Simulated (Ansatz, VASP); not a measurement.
## HfB2: VASP beside Ansatz

```
CELL_PARAMETERS angstrom
3.16448 0.00000 0.00000
-1.58224 2.74052 0.00000
0.00000 0.00000 3.42638
ATOMIC_POSITIONS crystal
Hf 0.00000 0.00000 0.00000
B 0.33333 0.66667 0.50000
B 0.66667 0.33333 0.50000
```

Alike in both runs: task relaxation of cell and atoms; functional PBE; k mesh 15 × 15 × 12; occupations gaussian, width 0.1 eV; no spin polarisation.

|  | VASP | Ansatz |
| --- | --- | --- |
| version | VASP 6.6.1 | Ansatz 0.2.0 |
| potentials or method | VASP PAW PBE potentials, release 64 (Hf_pv, B), cutoff 600 eV | scalar-relativistic, plane waves, PAW |
| valence electrons in the cell | 16 | 32 |

VASP gave:

- gap on the k mesh at the Fermi level, each at its own relaxed structure (eV): none
- relaxed volume (Å³/atom): 9.94
- relaxed cell length with the largest relative difference (Å): 3.143

Question: What did Ansatz give for the same quantities?

Answer: gap on the k mesh at the Fermi level, each at its own relaxed structure (eV): none; relaxed volume (Å³/atom): 9.96; relaxed cell length with the largest relative difference (Å): 3.145.

A gap of «none» marks a metal or a gap that the smearing closes. VASP's potentials hold 16 valence electrons a cell and Ansatz's 32, so a difference there can come from the potentials and not from the codes.

Neither program's run includes spin-orbit coupling.
